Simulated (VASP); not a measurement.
# NdMo (Cmmm) in VASP: single point with PBE

Aim: the single point of NdMo with PBE.

Everything below comes from runs of VASP 6.6.1. Logs are shortened: lines on timing, memory, paths and dates and some standing lists are left out, and cuts for length are marked.

**1. The cell of the first run**

Symmetry: Cmmm, No. 65, orthorhombic system. Conventional cell: a = 6.837 Å, b = 8.453 Å, c = 3.473 Å, α = 90.00°, β = 90.00°, γ = 90.00°. Within 4.3 Å of Nd (site symmetry m2m) lie 8 Mo at 3.24 to 3.38 Å and 5 Nd at 3.43 to 3.51 Å. Within 2.9 Å of Mo (site symmetry 2mm) lie 1 Mo at 2.17 Å.

The cell was generated, and may not be a known phase.

**2. Single point, PBE, collinear spin**

The input, INCAR:

```
PREC = Accurate
ENCUT = 500
EDIFF = 1E-6
ISMEAR = 0
SIGMA = 0.1
LREAL = F
LASPH = T
NELM = 200
ALGO = Normal
ISIF = 2
LWAVE = F
LCHARG = T
ISPIN = 2
MAGMOM = 0 0 1 1
LORBIT = 11
LMAXMIX = 6
GGA = PE
LELF = T
LVHAR = T
NBANDS = 37
GGA_COMPAT = F
```

The input, KPOINTS:

```
regular mesh
0
Gamma
  4 4 6
```

The input, POSCAR:

```
NdMo
1.0
    3.4186389744     -4.2266272878      0.0000000000
    3.4186389744      4.2266272878      0.0000000000
    0.0000000000      0.0000000000      3.4731244520
Nd Mo
2 2
Direct
    0.7030914149      0.2969085851      0.0000000000
    0.2969085851      0.7030914149      0.0000000000
    0.8413425115      0.8413425115      0.5000000000
    0.1586574885      0.1586574885      0.5000000000
```

Potentials or basis: VASP PAW PBE potentials, release 64 (Nd_3, Mo_sv), 4f in core.

Run with:

```sh
cat potpaw_PBE.64/Nd_3/POTCAR potpaw_PBE.64/Mo_sv/POTCAR > POTCAR
mpirun -np 1 vasp_std > vasp.out
```

OUTCAR:

```text
PREC = Accurate
   ENCUT = 500
   EDIFF = 1E-6
   ISMEAR = 0
   LREAL = F
   LASPH = T
   NELM = 200
   ISIF = 2
   ISPIN = 2
   LORBIT = 11
   GGA = PE

 ion  position               nearest neighbor table
   1  0.703  0.297  0.000-   3 3.24   4 3.24   3 3.24   4 3.24   3 3.38   3 3.38   4 3.38   4 3.38
                             2 3.43   2 3.51   2 3.51
   2  0.297  0.703  0.000-   3 3.24   4 3.24   3 3.24   4 3.24   3 3.38   3 3.38   4 3.38   4 3.38
                             1 3.43   1 3.51   1 3.51
   3  0.841  0.841  0.500-   4 2.17   2 3.24   1 3.24   1 3.24   2 3.24   1 3.38   1 3.38   2 3.38
                             2 3.38
   4  0.159  0.159  0.500-   3 2.17   2 3.24   1 3.24   1 3.24   2 3.24   1 3.38   2 3.38   2 3.38
                             1 3.38

  LATTYP: Found a base centered orthorhombic cell.
 ALAT       =     6.8372779488
 B/A-ratio  =     1.2363479500
 C/A-ratio  =     0.5079688844

  Lattice vectors:

 A1 = (   3.4186389744,  -4.2266272878,   0.0000000000)
 A2 = (   3.4186389744,   4.2266272878,   0.0000000000)
 A3 = (   0.0000000000,   0.0000000000,   3.4731244520)

Analysis of symmetry for initial positions (statically):
=====================================================================
 Subroutine PRICEL returns:
 Original cell was already a primitive cell.

 Routine SETGRP: Setting up the symmetry group for a
 base centered orthorhombic supercell.

 Subroutine GETGRP returns: Found  8 space group operations
 (whereof  8 operations were pure point group operations)
 out of a pool of  8 trial point group operations.

The static configuration has the point symmetry D_2h.

Analysis of symmetry for dynamics (positions and initial velocities):
=====================================================================
 Subroutine PRICEL returns:
 Original cell was already a primitive cell.

 Routine SETGRP: Setting up the symmetry group for a
 base centered orthorhombic supercell.

 Subroutine GETGRP returns: Found  8 space group operations
 (whereof  8 operations were pure point group operations)
 out of a pool of  8 trial point group operations.

The dynamic configuration has the point symmetry D_2h.

Analysis of structural, dynamic, and magnetic symmetry:
=====================================================================
 Subroutine PRICEL returns:
 Original cell was already a primitive cell.

 Routine SETGRP: Setting up the symmetry group for a
 base centered orthorhombic supercell.

 Subroutine GETGRP returns: Found  8 space group operations
 (whereof  8 operations were pure point group operations)
 out of a pool of  8 trial point group operations.

The overall configuration has the point symmetry D_2h.

 Subroutine INISYM returns: Found  8 space group operations
 (whereof  8 operations are pure point group operations),
 and found     1 'primitive' translations

----------------------------------------------------------------------------------------

                                     Primitive cell

  volume of cell :     100.3685

  direct lattice vectors                    reciprocal lattice vectors
     3.418638974 -4.226627288  0.000000000     0.146257035 -0.118297632  0.000000000
     3.418638974  4.226627288  0.000000000     0.146257035  0.118297632  0.000000000
     0.000000000  0.000000000  3.473124452     0.000000000  0.000000000  0.287925185

  length of vectors
     5.436126440  5.436126440  3.473124452     0.188110207  0.188110207  0.287925185

  position of ions in fractional coordinates (direct lattice)
     0.703091415  0.296908585  0.000000000
     0.296908585  0.703091415  0.000000000
     0.841342512  0.841342512  0.500000000
     0.158657488  0.158657488  0.500000000

  ion indices of the primitive-cell ions
   primitive index   ion index
                 1           1
                 2           2
                 3           3
                 4           4

----------------------------------------------------------------------------------------

 KPOINTS: regular mesh

Automatic generation of k-mesh.
 Grid dimensions read from file:
 generate k-points for:    4    4    6

 Generating k-lattice:

  Cartesian coordinates                     Fractional coordinates (reciprocal lattice)
     0.036564259 -0.029574408  0.000000000     0.250000000 -0.000000000  0.000000000
     0.036564259  0.029574408  0.000000000    -0.000000000  0.250000000  0.000000000
     0.000000000  0.000000000  0.047987531     0.000000000  0.000000000  0.166666667

  Length of vectors
     0.047027552  0.047027552  0.047987531

  Shift w.r.t. Gamma in fractional coordinates (k-lattice)
     0.000000000  0.000000000  0.000000000

 Subroutine IBZKPT returns following result:
 ===========================================

 Found     28 irreducible k-points:

 Following reciprocal coordinates:
            Coordinates               Weight
  0.000000  0.000000  0.000000      1.000000
  0.250000  0.000000  0.000000      4.000000
  0.500000  0.000000  0.000000      2.000000
  0.250000  0.250000  0.000000      2.000000
  0.500000  0.250000  0.000000      4.000000
 -0.250000  0.250000  0.000000      2.000000
[... 16 lines left out ...]
  0.250000  0.000000  0.500000      4.000000
  0.500000  0.000000  0.500000      2.000000
 [... further k-points ...]
   k-points           NKPTS =     28   k-points in BZ     NKDIM =     28   number of bands    NBANDS=     37
   number of dos      NEDOS =    301   number of ions     NIONS =      4
   total plane-waves  NPLWV =  44800
   dimension x,y,z NGX =    40 NGY =   40 NGZ =   28
   dimension x,y,z NGXF=    80 NGYF=   80 NGZF=   56
   ions per type =               2   2
   NGX,Y,Z   is equivalent  to a cutoff of  12.23, 12.23, 13.40 a.u.
   NGXF,Y,Z  is equivalent  to a cutoff of  24.47, 24.47, 26.81 a.u.
 SYSTEM =  unknown system
   PREC   = accura    normal or accurate (medium, high low for compatibility)
   ISTART =      0    job   : 0-new  1-cont  2-samecut
   ICHARG =      2    charge: 1-file 2-atom 10-const
   ISPIN  =      2    spin polarized calculation?
   LNONCOLLINEAR =      F non collinear calculations
   LSORBIT =      F    spin-orbit coupling
   LASPH  =      T    aspherical Exc in radial PAW
   ENCUT  =  500.0 eV  36.75 Ry    6.06 a.u.   9.91  9.91  6.33*2*pi/ulx,y,z
   NELM   =    200;   NELMIN=  2; NELMDL= -5     # of ELM steps
   EDIFF  = 0.1E-05   stopping-criterion for ELM
   LREAL  =      F    real-space projection
   EDIFFG = 0.1E-04   stopping-criterion for IOM
   NSW    =      0    number of steps for IOM
   IBRION =     -1    ionic relax: 0-MD 1-quasi-New 2-CG
   NFREE  =      0    steps in history (QN), initial steepest desc. (CG)
   ISIF   =      2    stress and relaxation
   ISYM   =      2    0-nonsym 1-usesym 2-fastsym
   POTIM  = 0.5000    time-step for ionic-motion
   TEBEG  =    0.0;   TEEND  =   0.0 temperature during run
   PSTRESS=    0.0 pullay stress
   NELECT =      50.0000    total number of electrons
   NUPDOWN=      -1.0000    fix difference up-down
   EMIN   =  10.00;   EMAX   =-10.00  energy-range for DOS
   EFERMI =   0.00;   METHOD = LEGACY
   ISMEAR =     0;   SIGMA  =   0.10  broadening in eV -4-tet -1-fermi 0-gaus
   EFERMI_NEDOS =   21; number of points for ismear=-14 and -15
   IALGO  =     38    algorithm
   IMIX   =      4    mixing-type and parameters
     AMIX     =   0.40;   BMIX     =  1.00
     AMIX_MAG =   1.60;   BMIX_MAG =  1.00
  volume/ion in A,a.u.               =      25.09       169.33
  Fermi-wavevector in a.u.,A,eV,Ry     =   1.297774  2.452437 22.915160  1.684217
  Thomas-Fermi vector in A             =   2.429145
   LORBIT       =     11    0 simple, 1 ext, 2 COOP (PROOUT), +10 PAW based schemes
   GGA     = PE    functional components
   LHFCALC =     F    Hartree Fock is set to
   AEXX    =    0.0000 exact exchange contribution
   IVDW    =     0    specifies the selected vdW correction
   LEPSILON=     F    determine dielectric tensor
   LRPA    =     F    only Hartree local field effects (RPA)
 spin polarized calculation
 Gauss-broadening in eV      SIGMA  =   0.10
  energy-cutoff  :      500.00
  volume of cell :      100.37
 maximum number of plane-waves:      2580
   NGX = 19   NGY = 19   NGZ = 13

 number of electron      50.0000000 magnetization       0.0009812

 Free energy of the ion-electron system (eV)
  ---------------------------------------------------
  ext. energy  EPLUGINS =         0.00000000
  ---------------------------------------------------
  free energy    TOTEN  =       -29.37771916 eV

  energy without entropy =      -29.35223356  energy(sigma->0) =      -29.36497636

 E-fermi :   6.0174     XC(G=0): -10.9257

 val. band max:        6.0009259173   @ k =   0.2500   0.2500   0.1667
 cond. band min:       6.0298446156   @ k =   0.5000   0.2500   0.3333
 fundamental gap:      0.0289186983
 Fermi energy:         6.0174255775

 spin component 1

 k-point     1 :       0.0000    0.0000    0.0000
  band No.  band energies     occupation
      1     -54.7994      1.00000
      2     -54.2156      1.00000
      3     -31.5598      1.00000
      4     -31.4452      1.00000
      5     -30.1664      1.00000
      6     -28.7880      1.00000
[... 949 lines left out ...]
     36      11.4506      0.00000
     37      11.5563      0.00000

 [... further k-points ...]

 spin component 2

 k-point     1 :       0.0000    0.0000    0.0000
  band No.  band energies     occupation
      1     -54.7993      1.00000
      2     -54.2155      1.00000
      3     -31.5597      1.00000
      4     -31.4452      1.00000
      5     -30.1662      1.00000
      6     -28.7878      1.00000
[... 949 lines left out ...]
     36      11.4508      0.00000
     37      11.5564      0.00000

 [... further k-points ...]

------------------------ aborting loop because EDIFF is reached ----------------------------------------

  FORCE on cell =-STRESS in cart. coord.  units (eV):
  Direction    XX          YY          ZZ          XY          YZ          ZX
  --------------------------------------------------------------------------------------
  -------------------------------------------------------------------------------------
  Total        0.4214532      0.5408575     -0.1286554      0.0000000      0.0000000      0.0000000
  in kB        6.7276347      8.6336791     -2.0537190      0.0000000      0.0000000      0.0000000
  external PRESSURE =       4.4358649 kB  Pullay stress =       0.0000000 kB

 VOLUME and BASIS-vectors are now :
 -----------------------------------------------------------------------------
  energy-cutoff  :      500.00
  volume of cell :      100.37
      direct lattice vectors                 reciprocal lattice vectors
     3.418638974 -4.226627288  0.000000000     0.146257035 -0.118297632  0.000000000
     3.418638974  4.226627288  0.000000000     0.146257035  0.118297632  0.000000000
     0.000000000  0.000000000  3.473124452     0.000000000  0.000000000  0.287925185

 POSITION                                       TOTAL-FORCE (eV/Angst)
 -----------------------------------------------------------------------------------
      3.41864     -1.71678      0.00000         0.000000      0.009560      0.000000
      3.41864      1.71678      0.00000         0.000000     -0.009560      0.000000
      5.75249      0.00000      1.73656        -0.240251     -0.000000      0.000000
      1.08479      0.00000      1.73656         0.240251     -0.000000      0.000000
 -----------------------------------------------------------------------------------
    total drift:                               -0.000000     -0.000000     -0.000000

  FREE ENERGIE OF THE ION-ELECTRON SYSTEM (eV)
  ---------------------------------------------------
  free  energy   TOTEN  =       -29.3777191569 eV

  energy  without entropy=      -29.3522335632  energy(sigma->0) =      -29.36497636

 total charge

# of ion       s       p       d       tot
------------------------------------------
    1        2.149   5.812   0.984   8.945
    2        2.149   5.812   0.984   8.945
    3        2.370   6.075   4.154  12.599
    4        2.370   6.075   4.154  12.599
--------------------------------------------------
tot          9.038  23.774  10.277  43.089

 magnetization (x)

# of ion       s       p       d       tot
------------------------------------------
    1        0.000   0.000   0.000   0.000
    2        0.000   0.000   0.000   0.000
    3       -0.000   0.000   0.000   0.000
    4       -0.000   0.000   0.000   0.000
--------------------------------------------------
tot          0.000   0.000   0.000   0.000
```

Wall time 93 s (1 thread of Intel Xeon 6975P-C (Granite Rapids), shared host); peak memory 0.32 GiB.

Results:

```
Free energy                                           : -29.3777 eV
Pressure                                              : 0.4 GPa
Largest force                                         : 0.240 eV/Å
Band gap on the k mesh                                : zero (filled and empty bands overlap)
Net moment                                            : 0.00 μB per cell
Valence electrons inside the program's atomic spheres : Nd 8.95; Mo 12.60
```

Forces in eV/Å, atoms in the order of the input:
```
Nd   0.000  0.010  0.000
Nd   0.000 -0.010  0.000
Mo  -0.240  0.000  0.000
Mo   0.240  0.000  0.000
```

Caveat: the magnetic or orbital state may not be the lowest; the moments typed at the start vanished in this run; spin-orbit coupling is left out, which moves the levels of the heavy elements; the 4f electrons are frozen in the core, so they carry no moment and show no levels.

The gap in the log of VASP goes by the Fermi energy; the results here count the filled bands.